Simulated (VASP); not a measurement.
# BeS (I4_1md) in VASP: notebook, part 2 of 2

VASP 6.6.1.

## 3. Relaxation of cell and atoms, PBE

File INCAR:

```
SYSTEM = BeS
ALGO     = Normal         ! electronic algorithm
EDIFF    = 1E-6           ! SCF threshold, eV
EDIFFG   = -0.01          ! ionic threshold
ENCUT    = 600            ! plane-wave cutoff, eV
GGA      = PE             ! functional
IBRION   = 2              ! ionic algorithm
ISIF     = 3              ! what is computed and relaxed
ISMEAR   = 0              ! smearing method
LASPH    = .True.         ! aspherical terms in the spheres
LCHARG   = .False.        ! write CHGCAR
LREAL    = .False.        ! projectors in reciprocal space
LWAVE    = .False.        ! write WAVECAR
NELM     = 60             ! most SCF steps
NSW      = 100            ! ionic steps
PREC     = Accurate       ! precision mode
SIGMA    = 0.02           ! smearing width, eV
```

File KPOINTS:

```
k-points
0
Gamma
  12 12 12
  0 0 0
```

File POSCAR:

```
BeS
1.0
   -1.7756104807      1.7756104807      5.9491466089
    1.7756104807     -1.7756104807      5.9491466089
    1.7756104807      1.7756104807     -5.9491466089
Be S
2 2
Direct
    0.1954215584      0.1954215584      0.0000000000
    0.9454215584      0.4454215584      0.5000000000
    0.3651234316      0.3651234316      0.0000000000
    0.1151234316      0.6151234316      0.5000000000
```

Potentials or basis: VASP PAW PBE potentials, release 64 (Be, S).

Command:

```sh
cat potpaw_PBE.64/Be/POTCAR potpaw_PBE.64/S/POTCAR > POTCAR
mpirun -np 1 vasp_std > vasp.out
```

OUTCAR:

```text
SYSTEM = BeS
   EDIFF = 1E-6
   EDIFFG = -0.01
   ENCUT = 600
   GGA = PE
   IBRION = 2
   ISIF = 3
   ISMEAR = 0
   LASPH = .True.
   LREAL = .False.
   NELM = 60
   NSW = 100
   PREC = Accurate

 ion  position               nearest neighbor table
   1  0.195  0.195  0.000-   4 2.02   4 2.02   3 2.02
   2  0.945  0.445  0.500-   3 2.02   3 2.02   4 2.02
   3  0.365  0.365  0.000-   2 2.02   2 2.02   1 2.02
   4  0.115  0.615  0.500-   1 2.02   1 2.02   2 2.02

  LATTYP: Found a body centered tetragonal cell.
 ALAT       =     3.5512209614
 C/A-ratio  =     3.3504795526

  Lattice vectors:

 A1 = (  -1.7756104807,   1.7756104807,   5.9491466089)
 A2 = (   1.7756104807,  -1.7756104807,   5.9491466089)
 A3 = (   1.7756104807,   1.7756104807,  -5.9491466089)

Analysis of symmetry for initial positions (statically):
=====================================================================
 Subroutine PRICEL returns:
 Original cell was already a primitive cell.

 Routine SETGRP: Setting up the symmetry group for a
 body centered tetragonal supercell.

 Subroutine GETGRP returns: Found  8 space group operations
 (whereof  4 operations were pure point group operations)
 out of a pool of 16 trial point group operations.

The static configuration has the point symmetry C_2v.
 The point group associated with its full space group is C_4v.

Analysis of symmetry for dynamics (positions and initial velocities):
=====================================================================
 Subroutine PRICEL returns:
 Original cell was already a primitive cell.

 Routine SETGRP: Setting up the symmetry group for a
 body centered tetragonal supercell.

 Subroutine GETGRP returns: Found  8 space group operations
 (whereof  4 operations were pure point group operations)
 out of a pool of 16 trial point group operations.

The dynamic configuration has the point symmetry C_2v.
 The point group associated with its full space group is C_4v.

 Subroutine INISYM returns: Found  8 space group operations
 (whereof  4 operations are pure point group operations),
 and found     1 'primitive' translations

----------------------------------------------------------------------------------------

                                     Primitive cell

  volume of cell :      75.0257

  direct lattice vectors                    reciprocal lattice vectors
    -1.775610481  1.775610481  5.949146609     0.000000000  0.281593292  0.084045668
     1.775610481 -1.775610481  5.949146609     0.281593292  0.000000000  0.084045668
     1.775610481  1.775610481 -5.949146609     0.281593292  0.281593292  0.000000000

  length of vectors
     6.457393478  6.457393478  6.457393478     0.293868093  0.293868093  0.398233052

  position of ions in fractional coordinates (direct lattice)
     0.195421558  0.195421558  0.000000000
[... 129 lines left out ...]
  ---------------------------------------------------
  free energy    TOTEN  =       -18.65472583 eV

  energy without entropy =      -18.65472583  energy(sigma->0) =      -18.65472583

------------------------ aborting loop because EDIFF is reached ----------------------------------------

  FORCE on cell =-STRESS in cart. coord.  units (eV):
  Direction    XX          YY          ZZ          XY          YZ          ZX
  --------------------------------------------------------------------------------------
  -------------------------------------------------------------------------------------
  Total        0.0148605      0.0148605      0.0180757      0.0000000      0.0000000      0.0000000
  in kB        0.3173468      0.3173468      0.3860071      0.0000000      0.0000000      0.0000000
  external PRESSURE =       0.3402335 kB  Pullay stress =       0.0000000 kB

 VOLUME and BASIS-vectors are now :
 -----------------------------------------------------------------------------
  energy-cutoff  :      600.00
  volume of cell :       75.03
      direct lattice vectors                 reciprocal lattice vectors
    -1.775610481  1.775610481  5.949146609     0.000000000  0.281593292  0.084045668
     1.775610481 -1.775610481  5.949146609     0.281593292  0.000000000  0.084045668
     1.775610481  1.775610481 -5.949146609     0.281593292  0.281593292  0.000000000

 POSITION                                       TOTAL-FORCE (eV/Angst)
 -----------------------------------------------------------------------------------
      0.00000      0.00000      2.32518         0.000000     -0.000000      0.016300
      0.00000      1.77561      5.29976        -0.000000      0.000000      0.016300
      0.00000      0.00000      4.34435         0.000000     -0.000000     -0.016300
      1.77561      0.00000      1.36977        -0.000000      0.000000     -0.016300
 -----------------------------------------------------------------------------------
    total drift:                                0.000000      0.000000     -0.000110

  FREE ENERGIE OF THE ION-ELECTRON SYSTEM (eV)
  ---------------------------------------------------
  free  energy   TOTEN  =       -18.6547258340 eV

  energy  without entropy=      -18.6547258340  energy(sigma->0) =      -18.65472583

--------------------------------------- Ionic step        2  -------------------------------------------

 number of electron      16.0000000 magnetization

 Free energy of the ion-electron system (eV)
  ---------------------------------------------------
  ext. energy  EPLUGINS =         0.00000000
  ---------------------------------------------------
  free energy    TOTEN  =       -18.65475287 eV

  energy without entropy =      -18.65475287  energy(sigma->0) =      -18.65475287

 E-fermi :   2.5640     XC(G=0):  -8.3878

 val. band max:        2.4162382751   @ k =  -0.2500   0.2500   0.2500
 cond. band min:       4.1832942943   @ k =   0.5000   0.5000   0.0000
 fundamental gap:      1.7670560192
 Fermi energy:         2.5639996294

 k-point     1 :       0.0000    0.0000    0.0000
  band No.  band energies     occupation
      1     -10.9161      2.00000
      2      -9.8395      2.00000
      3      -3.3040      2.00000
      4      -0.3731      2.00000
      5      -0.3731      2.00000
      6       0.8980      2.00000
      7       1.5524      2.00000
      8       1.5524      2.00000
      9       5.4758      0.00000
     10       6.5735      0.00000
     11       7.0684      0.00000
     12       8.8732      0.00000
[... 331 lines left out ...]
 k-point    24 :      -0.4167    0.1667    0.0000
  band No.  band energies     occupation
      1     -10.1969      2.00000
      2      -9.6260      2.00000
      3      -2.8879      2.00000
      4      -2.1843      2.00000
      5      -0.9207      2.00000
      6      -0.7280      2.00000
      7       0.2779      2.00000
      8       1.6625      2.00000
      9       5.7855      0.00000
     10       6.4556      0.00000
     11       8.2296      0.00000
     12       8.4962      0.00000

 [... further k-points ...]

------------------------ aborting loop because EDIFF is reached ----------------------------------------

  FORCE on cell =-STRESS in cart. coord.  units (eV):
  Direction    XX          YY          ZZ          XY          YZ          ZX
  --------------------------------------------------------------------------------------
  -------------------------------------------------------------------------------------
  Total       -0.0088099     -0.0088099      0.0184842      0.0000000      0.0000000      0.0000000
  in kB       -0.1880279     -0.1880279      0.3945036      0.0000000      0.0000000      0.0000000
  external PRESSURE =       0.0061493 kB  Pullay stress =       0.0000000 kB

 VOLUME and BASIS-vectors are now :
 -----------------------------------------------------------------------------
  energy-cutoff  :      600.00
  volume of cell :       75.07
      direct lattice vectors                 reciprocal lattice vectors
    -1.775928719  1.775928719  5.950443551     0.000000000  0.281542831  0.084027350
     1.775928719 -1.775928719  5.950443551     0.281542831  0.000000000  0.084027350
     1.775928719  1.775928719 -5.950443551     0.281542831  0.281542831  0.000000000

 POSITION                                       TOTAL-FORCE (eV/Angst)
 -----------------------------------------------------------------------------------
      0.00000      0.00000      2.32648         0.000000     -0.000000     -0.001839
     -0.00000      1.77593      5.30170        -0.000000      0.000000     -0.001839
      0.00000      0.00000      4.34451        -0.000000      0.000000      0.001839
      1.77593     -0.00000      1.36928         0.000000     -0.000000      0.001839
 -----------------------------------------------------------------------------------
    total drift:                                0.000000      0.000000     -0.000924

  FREE ENERGIE OF THE ION-ELECTRON SYSTEM (eV)
  ---------------------------------------------------
  free  energy   TOTEN  =       -18.6547528734 eV

  energy  without entropy=      -18.6547528734  energy(sigma->0) =      -18.65475287

 reached required accuracy - stopping structural energy minimisation
```

Run time: 14 min. Hardware: 1 thread of Intel Xeon Platinum 8259CL at 2.50GHz (Skylake/Cascade Lake), shared host; peak memory 0.5 GiB.

What came out:

| Property | Result |
| --- | --- |
| Free energy | -18.6548 eV |
| Relaxed volume | 18.77 Å³/atom |
| Relaxed cell | a = 6.459 Å, b = 6.459 Å, c = 6.459 Å, α = 148.08°, β = 148.08°, γ = 45.77° |
| Space group after relaxing (to 0.1 Å) | I4_1md (No. 109) |
| Energy gained by relaxing | 0.0 meV/atom |
| Ionic steps | 2 |
| Pressure after relaxing | 0.0 GPa |
| Band gap on the k mesh | 1.77 eV (least direct gap 2.95 eV) |

Final structure:
```cif
data_structure
_symmetry_space_group_name_H-M 'P 1'
_symmetry_Int_Tables_number 1
_cell_length_a 6.4588
_cell_length_b 6.4588
_cell_length_c 6.4588
_cell_angle_alpha 148.080
_cell_angle_beta 148.080
_cell_angle_gamma 45.767
_cell_volume 75.07
loop_
_atom_site_label
_atom_site_type_symbol
_atom_site_fract_x
_atom_site_fract_y
_atom_site_fract_z
_atom_site_occupancy
Be1 Be 0.19549 0.19549 0.00000 1
Be2 Be 0.94549 0.44549 0.50000 1
S1 S 0.36506 0.36506 0.00000 1
S2 S 0.11506 0.61506 0.50000 1
```

Levels at points of the mesh, in eV from the valence-band top:
```tsv
k point	band 6	band 7	band 8	band 9	band 10	band 11
(0.00, 0.00, 0.00)	-1.52	-0.86	-0.86	3.06	4.16	4.65
(0.50, 0.00, 0.00)	-2.59	-2.53	0.00	3.40	4.79	5.08
(0.50, 0.50, 0.00)	-3.62	-1.92	-1.92	1.77	1.77	6.33
(0.50, 0.50, 0.50)	-2.92	-0.50	-0.50	3.56	3.56	5.31
```

A k mesh can miss the band edges.
